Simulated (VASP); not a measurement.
# SiC (Cmc2_1) in VASP: notebook

SiC is run at these levels: PBE; tasks: electric field gradients.

Everything below comes from runs of VASP 6.6.1. Logs are shortened: lines on timing, memory, paths and dates and some standing lists are left out, and cuts for length are marked.

## 1. The cell of the first run

The typed cell holds 12 atoms: a = 3.048 Å, b = 3.048 Å, c = 14.969 Å, α = 90.00°, β = 90.00°, γ = 120.04°.

## 2. Electric field gradients, PBE (10.04 Å³/atom)

Contents of INCAR:

```
PREC     = Accurate       # precision mode
ENCUT    = 520            # plane-wave cutoff, eV
EDIFF    = 1E-8           # SCF threshold, eV
ISMEAR   = -1             # smearing method
SIGMA    = 0.02           # smearing width, eV
LREAL    = F              # projectors in reciprocal space
LASPH    = T              # aspherical terms in the spheres
NELM     = 60             # most SCF steps
ALGO     = Normal         # electronic algorithm
ISIF     = 2              # what is computed and relaxed
LWAVE    = F              # write WAVECAR
LCHARG   = F              # write CHGCAR
GGA      = PE             # functional
LEFG     = T            
NBANDS   = 36             # bands
```

Contents of KPOINTS:

```
Automatic mesh
0
Gamma
  10 10 2
```

Contents of POSCAR:

```
SiC
1.0
    1.5233544927     -2.6405537132      0.0000000000
    1.5233544927      2.6405537132      0.0000000000
    0.0000000000      0.0000000000     14.9691430914
Si C
6 6
Direct
    0.1666620629      0.8333379371      0.8577214520
    0.8333379371      0.1666620629      0.3577214520
    0.5001149255      0.4998850745      0.5245066742
    0.4998850745      0.5001149255      0.0245066742
    0.8334420064      0.1665579936      0.6912249935
    0.1665579936      0.8334420064      0.1912249935
    0.5001800041      0.4998199959      0.6498136389
    0.4998199959      0.5001800041      0.1498136389
    0.1666200943      0.8333799057      0.9826819952
    0.8333799057      0.1666200943      0.4826819952
    0.8333969748      0.1666030252      0.8161912462
    0.1666030252      0.8333969748      0.3161912462
```

Potentials or basis: VASP PAW PBE potentials, release 64 (Si, C).

The run is started by

```
cat potpaw_PBE.64/Si/POTCAR potpaw_PBE.64/C/POTCAR > POTCAR
mpirun -np 1 vasp_std > vasp.out
```

OUTCAR:

```text
PREC = Accurate
   ENCUT = 520
   EDIFF = 1E-8
   ISMEAR = -1
   LREAL = F
   LASPH = T
   NELM = 60
   ISIF = 2
   GGA = PE

 ion  position               nearest neighbor table
   1  0.167  0.833  0.858-  11 1.87  11 1.87  11 1.87   9 1.87   5 3.05   5 3.05   5 3.05   4 3.05
                             4 3.05   4 3.05
   2  0.833  0.167  0.358-  12 1.87  12 1.87  12 1.87  10 1.87   6 3.05   6 3.05   6 3.05   3 3.05
                             3 3.05   3 3.05
   3  0.500  0.500  0.525-  10 1.87  10 1.87  10 1.87   7 1.88   5 3.05   5 3.05   5 3.05   2 3.05
                             2 3.05   2 3.05
   4  0.500  0.500  0.025-   9 1.87   9 1.87   9 1.87   8 1.88   6 3.05   6 3.05   6 3.05   1 3.05
                             1 3.05   1 3.05
   5  0.833  0.167  0.691-   7 1.87   7 1.87   7 1.87  11 1.87   1 3.05   1 3.05   1 3.05   3 3.05
                             3 3.05   3 3.05
   6  0.167  0.833  0.191-   8 1.87   8 1.87   8 1.87  12 1.87   2 3.05   2 3.05   2 3.05   4 3.05
                             4 3.05   4 3.05
   7  0.500  0.500  0.650-   5 1.87   5 1.87   5 1.87   3 1.88
   8  0.500  0.500  0.150-   6 1.87   6 1.87   6 1.87   4 1.88
   9  0.167  0.833  0.983-   4 1.87   4 1.87   4 1.87   1 1.87
  10  0.833  0.167  0.483-   3 1.87   3 1.87   3 1.87   2 1.87
  11  0.833  0.167  0.816-   1 1.87   1 1.87   1 1.87   5 1.87
  12  0.167  0.833  0.316-   2 1.87   2 1.87   2 1.87   6 1.87

  LATTYP: Found a base centered orthorhombic cell.
 ALAT       =     3.0467089854
 B/A-ratio  =     1.7333809864
 C/A-ratio  =     4.9132172331

  Lattice vectors:

 A1 = (   1.5233544927,  -2.6405537132,   0.0000000000)
 A2 = (   1.5233544927,   2.6405537132,   0.0000000000)
 A3 = (   0.0000000000,   0.0000000000,  14.9691430914)

Analysis of symmetry for initial positions (statically):
=====================================================================
 Subroutine PRICEL returns:
 Original cell was already a primitive cell.

 Routine SETGRP: Setting up the symmetry group for a
 base centered orthorhombic supercell.

 Subroutine GETGRP returns: Found  4 space group operations
 (whereof  2 operations were pure point group operations)
 out of a pool of  8 trial point group operations.

The static configuration has the point symmetry C_1h.
 The point group associated with its full space group is C_2v.

Analysis of symmetry for dynamics (positions and initial velocities):
=====================================================================
 Subroutine PRICEL returns:
 Original cell was already a primitive cell.

 Routine SETGRP: Setting up the symmetry group for a
 base centered orthorhombic supercell.

 Subroutine GETGRP returns: Found  4 space group operations
 (whereof  2 operations were pure point group operations)
 out of a pool of  8 trial point group operations.

The dynamic configuration has the point symmetry C_1h.
 The point group associated with its full space group is C_2v.

 Subroutine INISYM returns: Found  4 space group operations
 (whereof  2 operations are pure point group operations),
 and found     1 'primitive' translations

----------------------------------------------------------------------------------------

                                     Primitive cell

  volume of cell :     120.4267

  direct lattice vectors                    reciprocal lattice vectors
     1.523354493 -2.640553713  0.000000000     0.328223012 -0.189354224  0.000000000
     1.523354493  2.640553713  0.000000000     0.328223012  0.189354224  0.000000000
     0.000000000  0.000000000 14.969143091     0.000000000  0.000000000  0.066804091

  length of vectors
     3.048464010  3.048464010 14.969143091     0.378926600  0.378926600  0.066804091

  position of ions in fractional coordinates (direct lattice)
     0.166662063  0.833337937  0.857721452
     0.833337937  0.166662063  0.357721452
     0.500114926  0.499885074  0.524506674
     0.499885074  0.500114926  0.024506674
     0.833442006  0.166557994  0.691224994
     0.166557994  0.833442006  0.191224994
     0.500180004  0.499819996  0.649813639
     0.499819996  0.500180004  0.149813639
     0.166620094  0.833379906  0.982681995
     0.833379906  0.166620094  0.482681995
     0.833396975  0.166603025  0.816191246
[... 116 lines left out ...]
   IVDW    =     0    specifies the selected vdW correction
   LEPSILON=     F    determine dielectric tensor
   LRPA    =     F    only Hartree local field effects (RPA)
 non-spin polarized calculation
  energy-cutoff  :      520.00
  volume of cell :      120.43
 maximum number of plane-waves:      3271
   NGX = 11   NGY = 11   NGZ = 55

 number of electron      47.9999996 magnetization

 Free energy of the ion-electron system (eV)
  ---------------------------------------------------
  ext. energy  EPLUGINS =         0.00000000
  ---------------------------------------------------
  free energy    TOTEN  =       -90.19826084 eV

  energy without entropy =      -90.19826084  energy(sigma->0) =      -90.19826084

 E-fermi :   8.9164     XC(G=0): -11.4880

 val. band max:        8.5059212926   @ k =   0.0000   0.0000   0.0000
 cond. band min:      10.5133825502   @ k =   0.5000   0.0000   0.0000
 fundamental gap:      2.0074612575
 Fermi energy:         8.9164216085

 k-point     1 :       0.0000    0.0000    0.0000
  band No.  band energies     occupation
      1      -7.1993      2.00000
      2      -6.6663      2.00000
      3      -6.6286      2.00000
      4      -5.0968      2.00000
      5      -5.0674      2.00000
      6      -3.5252      2.00000
[... 925 lines left out ...]
     35      17.5704      0.00000
     36      18.0055      0.00000

 [... further k-points ...]

------------------------ aborting loop because EDIFF is reached ----------------------------------------

  FORCE on cell =-STRESS in cart. coord.  units (eV):
  Direction    XX          YY          ZZ          XY          YZ          ZX
  --------------------------------------------------------------------------------------
  -------------------------------------------------------------------------------------
  Total        8.0957870      7.8616378      7.5403430      0.0000000      0.0000000      0.0000000
  in kB      107.7076957    104.5925368    100.3179770      0.0000000      0.0000000      0.0000000
  external PRESSURE =     104.2060698 kB  Pullay stress =       0.0000000 kB

 VOLUME and BASIS-vectors are now :
 -----------------------------------------------------------------------------
  energy-cutoff  :      520.00
  volume of cell :      120.43
      direct lattice vectors                 reciprocal lattice vectors
     1.523354493 -2.640553713  0.000000000     0.328223012 -0.189354224  0.000000000
     1.523354493  2.640553713  0.000000000     0.328223012  0.189354224  0.000000000
     0.000000000  0.000000000 14.969143091     0.000000000  0.000000000  0.066804091

 POSITION                                       TOTAL-FORCE (eV/Angst)
 -----------------------------------------------------------------------------------
      1.52335      1.76039     12.83936         0.000000      0.000570      0.000764
      1.52335     -1.76039      5.35478         0.000000     -0.000570      0.000764
      1.52335     -0.00061      7.85142         0.000000     -0.000799      0.008445
      1.52335      0.00061      0.36684         0.000000      0.000799      0.008445
      1.52335     -1.76094     10.34705         0.000000      0.000549      0.000208
      1.52335      1.76094      2.86247         0.000000     -0.000549      0.000208
      1.52335     -0.00095      9.72715         0.000000     -0.000699     -0.005714
      1.52335      0.00095      2.24258         0.000000      0.000699     -0.005714
      1.52335      1.76062     14.70991         0.000000     -0.000494     -0.001932
      1.52335     -1.76062      7.22534         0.000000      0.000494     -0.001932
      1.52335     -1.76071     12.21768         0.000000     -0.000609     -0.001772
      1.52335      1.76071      4.73311         0.000000      0.000609     -0.001772
 -----------------------------------------------------------------------------------
    total drift:                                0.000000     -0.000000      0.000027

  FREE ENERGIE OF THE ION-ELECTRON SYSTEM (eV)
  ---------------------------------------------------
  free  energy   TOTEN  =       -90.1982608438 eV

  energy  without entropy=      -90.1982608438  energy(sigma->0) =      -90.19826084

 Electric field gradients (V/A^2)
---------------------------------------------------------------------
 ion       V_xx      V_yy      V_zz      V_xy      V_xz      V_yz
---------------------------------------------------------------------
   1      -1.130    -1.085     2.216     0.000    -0.000    -0.084
   2      -1.130    -1.085     2.216    -0.000     0.000     0.084
   3       0.166     0.209    -0.374    -0.000     0.000     0.085
   4       0.166     0.209    -0.374     0.000    -0.000    -0.085
   5      -1.362    -1.321     2.683    -0.000     0.000    -0.081
   6      -1.362    -1.321     2.683    -0.000    -0.000     0.081
   7      -1.234    -1.101     2.335     0.000     0.000    -0.003
   8      -1.234    -1.101     2.335     0.000     0.000     0.003
   9      -0.400    -0.270     0.670     0.000     0.000    -0.006
  10      -0.400    -0.270     0.670    -0.000     0.000     0.006
  11      -0.240    -0.111     0.351    -0.000     0.000    -0.006
  12      -0.240    -0.111     0.351     0.000     0.000     0.006
---------------------------------------------------------------------

 Electric field gradients after diagonalization (V/A^2)
 (convention: |V_zz| > |V_xx| > |V_yy|)
----------------------------------------------------------------------
 ion       V_xx      V_yy      V_zz     asymmetry (V_yy - V_xx)/ V_zz
----------------------------------------------------------------------
   1      -1.130    -1.088     2.218       0.019
   2      -1.130    -1.088     2.218       0.019
   3       0.221     0.166    -0.386       0.143
   4       0.221     0.166    -0.386       0.143
   5      -1.362    -1.323     2.685       0.015
   6      -1.362    -1.323     2.685       0.015
   7      -1.234    -1.101     2.335       0.057
   8      -1.234    -1.101     2.335       0.057
   9      -0.400    -0.270     0.670       0.193
  10      -0.400    -0.270     0.670       0.193
  11      -0.240    -0.111     0.351       0.367
  12      -0.240    -0.111     0.351       0.367
----------------------------------------------------------------------

           NMR quadrupolar parameters

 Cq : quadrupolar parameter    Cq=e*Q*V_zz/h
 eta: asymmetry parameters     (V_yy - V_xx)/ V_zz
 Q  : nuclear electric quadrupole moment in mb (millibarn)
----------------------------------------------------------------------
 ion       Cq(MHz)       eta       Q (mb)
----------------------------------------------------------------------
   1       0.005       0.019       1.000
   2       0.005       0.019       1.000
   3      -0.001       0.143       1.000
   4      -0.001       0.143       1.000
   5       0.006       0.015       1.000
   6       0.006       0.015       1.000
   7       0.006       0.057       1.000
   8       0.006       0.057       1.000
   9       0.002       0.193       1.000
  10       0.002       0.193       1.000
  11       0.001       0.367       1.000
  12       0.001       0.367       1.000
----------------------------------------------------------------------
```

Wall time 9.7 min (1 thread of Intel Xeon 8259CL, shared host); peak memory 0.35 GiB.

Results:

| Property | Result |
| --- | --- |
| Free energy | -90.1983 eV |
| Pressure | 10.4 GPa |
| Largest force | 0.008 eV/Å |
| Band gap on the k mesh | 2.01 eV (least direct gap 3.12 eV) |
| Largest electric field gradient by atom | Si +2.2, -0.4, +2.7 (each value once); C +2.3, +0.7, +0.4 (each value once) V/Å² |

Forces in eV/Å, atoms in the order of the input:
```
Si   0.000  0.001  0.001
Si   0.000 -0.001  0.001
Si   0.000 -0.001  0.008
Si   0.000  0.001  0.008
Si   0.000  0.001  0.000
Si   0.000 -0.001  0.000
C    0.000 -0.001 -0.006
C    0.000  0.001 -0.006
C    0.000  0.000 -0.002
C    0.000  0.000 -0.002
C    0.000 -0.001 -0.002
C    0.000  0.001 -0.002
```

Electric field gradients, principal values (V/Å²):
| atom | least | middle | greatest (by size) |
| --- | --- | --- | --- |
| 1 Si | -1.088 | -1.130 | 2.218 |
| 2 Si | -1.088 | -1.130 | 2.218 |
| 3 Si | 0.166 | 0.221 | -0.386 |
| 4 Si | 0.166 | 0.221 | -0.386 |
| 5 Si | -1.323 | -1.362 | 2.685 |
| 6 Si | -1.323 | -1.362 | 2.685 |
| 7 C | -1.101 | -1.234 | 2.335 |
| 8 C | -1.101 | -1.234 | 2.335 |
| 9 C | -0.270 | -0.400 | 0.670 |
| 10 C | -0.270 | -0.400 | 0.670 |
| 11 C | -0.111 | -0.240 | 0.351 |
| 12 C | -0.111 | -0.240 | 0.351 |

Caveat: the cell stands under pressure; without QUAD_EFG the Cq values of the log hold for a quadrupole moment of 1 mb, not for the nuclei.

## 3. Electric field gradients, PBE (z stretched by -3 %)

Contents of INCAR:

```
SYSTEM = SiC
ALGO = Normal
EDIFF = 1E-8
ENCUT = 520
GGA = PE
ISIF = 2
ISMEAR = -1
LASPH = .TRUE.
LCHARG = .FALSE.
LEFG = .TRUE.
LREAL = .FALSE.
LWAVE = .FALSE.
NBANDS = 36
NELM = 100
PREC = Accurate
SIGMA = 0.02
```

Contents of KPOINTS:

```
k-points
0
G
  10 10 2
  0 0 0
```

POSCAR, as its differences from that of step 2:

```diff
@@ -2,5 +2,5 @@
 1.0
-    1.5233544927     -2.6405537132      0.0000000000
-    1.5233544927      2.6405537132      0.0000000000
-    0.0000000000      0.0000000000     14.9691430914
+    1.5389000000     -2.6675000000      0.0000000000
+    1.5389000000      2.6675000000      0.0000000000
+    0.0000000000      0.0000000000     14.6682430000
 Si C
```

Potentials or basis: VASP PAW PBE potentials, release 64 (Si, C).

The run is started by

```
cat potpaw_PBE.64/Si/POTCAR potpaw_PBE.64/C/POTCAR > POTCAR
mpirun -np 1 vasp_std > vasp.out
```

OUTCAR:

```text
SYSTEM = SiC
   EDIFF = 1E-8
   ENCUT = 520
   GGA = PE
   ISIF = 2
   ISMEAR = -1
   LASPH = .TRUE.
   LREAL = .FALSE.
   NELM = 100
   PREC = Accurate

 ion  position               nearest neighbor table
   1  0.167  0.833  0.858-   9 1.83  11 1.88  11 1.88  11 1.88   5 3.02   5 3.02   5 3.02   4 3.02
                             4 3.02   4 3.02
   2  0.833  0.167  0.358-  10 1.83  12 1.88  12 1.88  12 1.88   6 3.02   6 3.02   6 3.02   3 3.02
                             3 3.02   3 3.02
   3  0.500  0.500  0.525-   7 1.84  10 1.88  10 1.88  10 1.88   5 3.02   5 3.02   5 3.02   2 3.02
                             2 3.02   2 3.02
   4  0.500  0.500  0.025-   8 1.84   9 1.88   9 1.88   9 1.88   6 3.02   6 3.02   6 3.02   1 3.02
                             1 3.02   1 3.02
   5  0.833  0.167  0.691-  11 1.83   7 1.88   7 1.88   7 1.88   1 3.02   1 3.02   1 3.02   3 3.02
                             3 3.02   3 3.02
   6  0.167  0.833  0.191-  12 1.83   8 1.88   8 1.88   8 1.88   2 3.02   2 3.02   2 3.02   4 3.02
                             4 3.02   4 3.02
   7  0.500  0.500  0.650-   3 1.84   5 1.88   5 1.88   5 1.88
[... 1223 lines left out ...]
   2       4.133     4.087    -8.221       0.006
   3       5.703     5.659   -11.362       0.004
   4       5.703     5.659   -11.362       0.004
   5       3.768     3.726    -7.495       0.006
   6       3.768     3.726    -7.495       0.006
   7       1.245     1.116    -2.361       0.054
   8       1.245     1.116    -2.361       0.054
   9       2.195     2.072    -4.266       0.029
  10       2.195     2.072    -4.266       0.029
  11       2.414     2.291    -4.705       0.026
  12       2.414     2.291    -4.705       0.026
----------------------------------------------------------------------

           NMR quadrupolar parameters

 Cq : quadrupolar parameter    Cq=e*Q*V_zz/h
 eta: asymmetry parameters     (V_yy - V_xx)/ V_zz
 Q  : nuclear electric quadrupole moment in mb (millibarn)
----------------------------------------------------------------------
 ion       Cq(MHz)       eta       Q (mb)
----------------------------------------------------------------------
   1      -0.020       0.006       1.000
   2      -0.020       0.006       1.000
   3      -0.027       0.004       1.000
   4      -0.027       0.004       1.000
   5      -0.018       0.006       1.000
   6      -0.018       0.006       1.000
   7      -0.006       0.054       1.000
   8      -0.006       0.054       1.000
   9      -0.010       0.029       1.000
  10      -0.010       0.029       1.000
  11      -0.011       0.026       1.000
  12      -0.011       0.026       1.000
----------------------------------------------------------------------
```

stdout:

```text
POSCAR found type information on POSCAR SiC
 POSCAR found :  2 types and      12 ions
 scaLAPACK will be used
 LDA part: xc-table for (Slater+PW92), standard interpolation
 POSCAR, INCAR and KPOINTS ok, starting setup
 FFT: planning ... GRIDC
 FFT: planning ... GRID_SOFT
 FFT: planning ... GRID
 WAVECAR not read
 entering main loop
ion   1

ion   2

ion   3

ion   4

ion   5

ion   6

ion   7

ion   8

ion   9

ion  10

ion  11

ion  12
```

It took 8.9 min on 1 thread of Intel Xeon 8259CL, shared host; peak memory 0.35 GiB.

Results:

```
Free energy                             : -90.0654 eV
Pressure                                : 10.7 GPa
Largest force                           : 0.420 eV/Å
Band gap on the k mesh                  : 1.95 eV (least direct gap 3.08 eV)
Largest electric field gradient by atom : Si -8.2, -11.4, -7.5 (each value once); C -2.4, -4.3, -4.7 (each value once) V/Å²
```

Forces in eV/Å, atoms in the order of the input:
```
Si   0.000  0.000 -0.414
Si   0.000  0.000 -0.414
Si   0.000  0.000 -0.370
Si   0.000  0.000 -0.370
Si   0.000  0.000 -0.420
Si   0.000  0.000 -0.420
C    0.000  0.000  0.410
C    0.000  0.000  0.410
C    0.000  0.000  0.385
C    0.000  0.000  0.385
C    0.000  0.000  0.409
C    0.000  0.000  0.409
```

Electric field gradients, principal values (V/Å²):
```csv
atom,least,middle,greatest (by size)
1 Si,4.087,4.133,-8.221
2 Si,4.087,4.133,-8.221
3 Si,5.659,5.703,-11.362
4 Si,5.659,5.703,-11.362
5 Si,3.726,3.768,-7.495
6 Si,3.726,3.768,-7.495
7 C,1.116,1.245,-2.361
8 C,1.116,1.245,-2.361
9 C,2.072,2.195,-4.266
10 C,2.072,2.195,-4.266
11 C,2.291,2.414,-4.705
12 C,2.291,2.414,-4.705
```

Caveat: the cell differs from its parent crystal (z stretched by -3 %); the cell stands under pressure; without QUAD_EFG the Cq values of the log hold for a quadrupole moment of 1 mb, not for the nuclei.

[end of part 1 of 3]
